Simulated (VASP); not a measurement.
# W3Se (I4/mmm) in VASP: a series of runs, part 2 of 2

VASP 6.6.1. Earlier steps stand in the parts before.

## Step 4: Single point, PBE, collinear spin, zero start

This run uses another cell than the first one, of 18.62 Å³/atom, 1.146 times its volume.

INCAR reads:

```
PREC     = Accurate       # precision mode
ENCUT    = 520            # plane-wave cutoff, eV
EDIFF    = 1E-6           # SCF threshold, eV
ISMEAR   = 0              # smearing method
SIGMA    = 0.1            # smearing width, eV
LREAL    = F              # projectors in reciprocal space
LASPH    = T              # aspherical terms in the spheres
NELM     = 150            # most SCF steps
ALGO     = Normal         # electronic algorithm
ISIF     = 2              # what is computed and relaxed
LWAVE    = F              # write WAVECAR
LCHARG   = F              # write CHGCAR
ISPIN    = 2              # spin polarisation
MAGMOM   = 0 0 0 0        # initial moments
LORBIT   = 11             # projections on sites
LMAXMIX  = 4              # l up to which the mixer works
GGA      = PE             # functional
NBANDS   = 36             # bands
```

KPOINTS reads:

```
regular mesh
0
Gamma
  6 6 6
```

POSCAR reads:

```
W3Se
1.0
   -2.0276079623      2.0276079623      4.5292022015
    2.0276079623     -2.0276079623      4.5292022015
    2.0276079623      2.0276079623     -4.5292022015
W Se
3 1
Direct
    0.5000000000      0.5000000000      0.0000000000
    0.2500000000      0.7500000000      0.5000000000
    0.7500000000      0.2500000000      0.5000000000
    0.0000000000      0.0000000000      0.0000000000
```

Potentials or basis: VASP PAW PBE potentials, release 64 (W_sv, Se).

On the command line:

```
cat potpaw_PBE.64/W_sv/POTCAR potpaw_PBE.64/Se/POTCAR > POTCAR
mpirun -np 1 vasp_std > vasp.out
```

OUTCAR:

```text
PREC = Accurate
   ENCUT = 520
   EDIFF = 1E-6
   ISMEAR = 0
   LREAL = F
   LASPH = T
   NELM = 150
   ISIF = 2
   ISPIN = 2
   LORBIT = 11
   GGA = PE

 ion  position               nearest neighbor table
   1  0.500  0.500  0.000-   4 2.87   4 2.87   4 2.87   4 2.87   3 3.04   2 3.04   3 3.04   2 3.04
                             2 3.04   2 3.04   3 3.04   3 3.04
   2  0.250  0.750  0.500-   3 2.87   3 2.87   3 2.87   3 2.87   4 3.04   1 3.04   4 3.04   1 3.04
                             4 3.04   4 3.04   1 3.04   1 3.04
[... 2111 lines left out ...]
    -2.027607962  2.027607962  4.529202202     0.000000000  0.246595994  0.110394718
     2.027607962 -2.027607962  4.529202202     0.246595994  0.000000000  0.110394718
     2.027607962  2.027607962 -4.529202202     0.246595994  0.246595994  0.000000000

 POSITION                                       TOTAL-FORCE (eV/Angst)
 -----------------------------------------------------------------------------------
      0.00000      0.00000      4.52920         0.000000      0.000000     -0.000000
      2.02761     -0.00000      2.26460        -0.000000      0.000000      0.000000
     -0.00000      2.02761      2.26460         0.000000     -0.000000     -0.000000
      0.00000      0.00000      0.00000         0.000000      0.000000     -0.000000
 -----------------------------------------------------------------------------------
    total drift:                               -0.000000     -0.000000      0.000000

  FREE ENERGIE OF THE ION-ELECTRON SYSTEM (eV)
  ---------------------------------------------------
  free  energy   TOTEN  =       -38.3829034320 eV

  energy  without entropy=      -38.3572740660  energy(sigma->0) =      -38.37008875

 total charge

# of ion       s       p       d       tot
------------------------------------------
    1        2.334   6.182   3.244  11.761
    2        2.368   6.177   3.264  11.810
    3        2.368   6.177   3.264  11.810
    4        1.518   2.064   0.117   3.699
--------------------------------------------------
tot          8.589  20.601   9.890  39.080

 magnetization (x)

# of ion       s       p       d       tot
------------------------------------------
    1        0.000   0.000   0.000   0.000
    2        0.000   0.000   0.000   0.000
    3        0.000   0.000   0.000   0.000
    4        0.000  -0.000   0.000  -0.000
--------------------------------------------------
tot          0.000  -0.000   0.000   0.000
```

Run time: 5.4 min. Hardware: 1 thread of AMD EPYC 7R13, shared host; peak memory 0.32 GiB.

Results:

```yaml
Free_energy: -38.3829 eV
Pressure: -22.3 GPa
Band_gap_on_the_k_mesh: zero (filled and empty bands overlap)
Net_moment: 0.00 μB per cell
Valence_electrons_inside_the_program's_atomic_spheres: W 11.76, 11.81; Se 3.70
```

Caveat: the k points lie up to 0.37 Å⁻¹ apart; spin-orbit coupling is left out, which moves the levels of the heavy elements.

## Step 5: Relaxation of cell and atoms, PBE

This run uses another cell than the first one, of 18.62 Å³/atom, 1.146 times its volume.

INCAR reads:

```
PREC = Accurate ; ENCUT = 600
EDIFF = 1E-7 ; ISMEAR = 0
SIGMA = 0.1 ; LREAL = F
LASPH = T ; NELM = 60
ALGO = Normal ; ISIF = 3
LWAVE = F ; LCHARG = F
GGA = PE ; IBRION = 2
NSW = 90 ; EDIFFG = -0.04
```

KPOINTS is that of step 4.

POSCAR is that of step 4.

On the command line:

```
cat potpaw_PBE.64/W_sv/POTCAR potpaw_PBE.64/Se/POTCAR > POTCAR
mpirun -np 1 vasp_std > vasp.out
```

It took 34 min on 1 thread of AMD EPYC 7R13, shared host; peak memory 0.36 GiB.

The run converged. Its results:

```yaml
Free_energy: -39.1920 eV
Relaxed_volume: 16.28 Å³/atom
Relaxed_cell: a = 5.286 Å, b = 5.286 Å, c = 5.286 Å, α = 138.11°, β = 138.11°, γ = 60.73°
Space_group_after_relaxing_to_0.05_Å: I4/mmm (No. 139)
Energy_gained_by_relaxing: 202.2 meV/atom
Ionic_steps: 12
Pressure_after_relaxing: 0.1 GPa
Band_gap_on_the_k_mesh: zero (band 24 reaches 11.10 eV, above the bottom of band 25 at 10.51 eV)
```

Stress tensor (GPa, compression positive):
```
 0.18  0.00  0.00
 0.00  0.18  0.00
 0.00  0.00 -0.11
```

The path:
| step | energy change (eV) | largest force (eV/Å) | pressure (GPa) | volume (Å³) |
| --- | --- | --- | --- | --- |
| 1 | 0.0000 | 0.0000 | -22.26 | 74.48 |
| 2 | 3.0255 | 0.0000 | 102.62 | 49.92 |
| 3 | -0.7480 | 0.0000 | -2.22 | 65.65 |
| 4 | -0.7526 | 0.0000 | -0.61 | 65.16 |
| 5 | -0.7531 | 0.0000 | 0.08 | 64.95 |
| 6 | -0.7661 | 0.0000 | 0.13 | 64.93 |
| 7 | -0.8047 | 0.0000 | 0.86 | 64.82 |
| 8 | -0.6666 | 0.0000 | 5.27 | 64.37 |
| 9 | -0.8074 | 0.0000 | 1.14 | 64.79 |
| 10 | -0.8075 | 0.0000 | 1.25 | 64.78 |
| 11 | -0.7862 | 0.0000 | -4.35 | 66.60 |
| 12 | -0.8088 | 0.0000 | 0.08 | 65.13 |

Final structure:
```cif
data_structure
_symmetry_space_group_name_H-M 'P 1'
_symmetry_Int_Tables_number 1
_cell_length_a 5.2860
_cell_length_b 5.2860
_cell_length_c 5.2860
_cell_angle_alpha 138.113
_cell_angle_beta 138.113
_cell_angle_gamma 60.730
_cell_volume 65.13
loop_
_atom_site_label
_atom_site_type_symbol
_atom_site_fract_x
_atom_site_fract_y
_atom_site_fract_z
_atom_site_occupancy
W1 W 0.50000 0.50000 0.00000 1
W2 W 0.25000 0.75000 0.50000 1
W3 W 0.75000 0.25000 0.50000 1
Se1 Se 0.00000 0.00000 0.00000 1
```

Levels at points of the mesh, in eV from the Fermi level:
```csv
k point,band 20,band 21,band 22,band 23,band 24,band 25,band 26,band 27,band 28
"(0.00, 0.00, 0.00)",-3.25,-2.42,-1.44,-1.44,-0.65,0.28,0.28,0.37,1.11
"(0.50, 0.00, 0.00)",-1.91,-1.37,-1.04,-0.94,-0.41,-0.37,-0.08,0.53,0.58
"(0.50, 0.50, 0.00)",-2.32,-2.11,-1.77,-0.39,0.20,0.43,0.82,0.87,1.17
"(0.50, 0.50, 0.50)",-4.09,-4.02,-3.58,-1.18,-0.17,0.58,2.02,2.02,2.02
```

Caveat: the k points lie up to 0.39 Å⁻¹ apart in the final cell; spin-orbit coupling is left out, which moves the levels of the heavy elements.

## Step 6: Overview

```csv
task,spin,cell,cutoff (eV),gap on the mesh (eV),pressure (GPa)
single point,off,"a = 5.281 Å, angles 138.1, 138.1, 60.8°, 4 atoms",520,none,0.4
single point,off,"a = 5.361 Å, angles 135.6, 135.6, 64.7°, 4 atoms",520,none,-22.3
single point,"collinear, zero start","a = 5.361 Å, angles 135.6, 135.6, 64.7°, 4 atoms",520,none,-22.3
relaxation of cell and atoms,off,"relaxed from a = 5.361 Å, angles 135.6, 135.6, 64.7°, 4 atoms",600,none,0.1
```

Alike in all rows: level PBE; potentials or basis VASP PAW PBE potentials, release 64 (W_sv, Se); k mesh 6 × 6 × 6; smearing gaussian 0.1 eV.

Caveats: all runs use coarse meshes; spin-orbit coupling is left out, which moves the levels of the heavy elements.

Absolute energies hang on the potentials; compare differences alone.
